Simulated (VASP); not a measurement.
Input of a VASP 6.6.1 run:

Contents of INCAR:

```
SYSTEM = Ta
PREC = Accurate
ENCUT = 500
EDIFF = 1E-7
ISMEAR = 0
SIGMA = 0.1
LREAL = .FALSE.
LASPH = .TRUE.
NELM = 120
ALGO = Normal
ISIF = 3
LWAVE = .FALSE.
LCHARG = .FALSE.
IBRION = 2
NSW = 100
EDIFFG = -0.002
GGA_COMPAT = .FALSE.
NELMIN = 4
```

The input KPOINTS:

```
Automatic mesh
0
G
  16 16 16
  0 0 0
```

The input POSCAR:

```
Ta
1.0
   -1.6234893962      1.6234893962      1.6234893962
    1.6234893962     -1.6234893962      1.6234893962
    1.6234893962      1.6234893962     -1.6234893962
Ta
1
Direct
    0.0000000000      0.0000000000      0.0000000000
```

Potentials or basis: VASP PAW LDA potentials, release 64 (Ta_pv).

Run with:

```bash
$ cat potpaw_LDA.64/Ta_pv/POTCAR > POTCAR
$ mpirun -np 1 vasp_std > vasp.out
```

(1) What does it give for the relaxed volume?

(2) What does it give for the relaxed cell?

Answers

(1) 17.27 Å³/atom.

(2) a = 2.821 Å, b = 2.821 Å, c = 2.821 Å, α = 109.47°, β = 109.47°, γ = 109.47°.
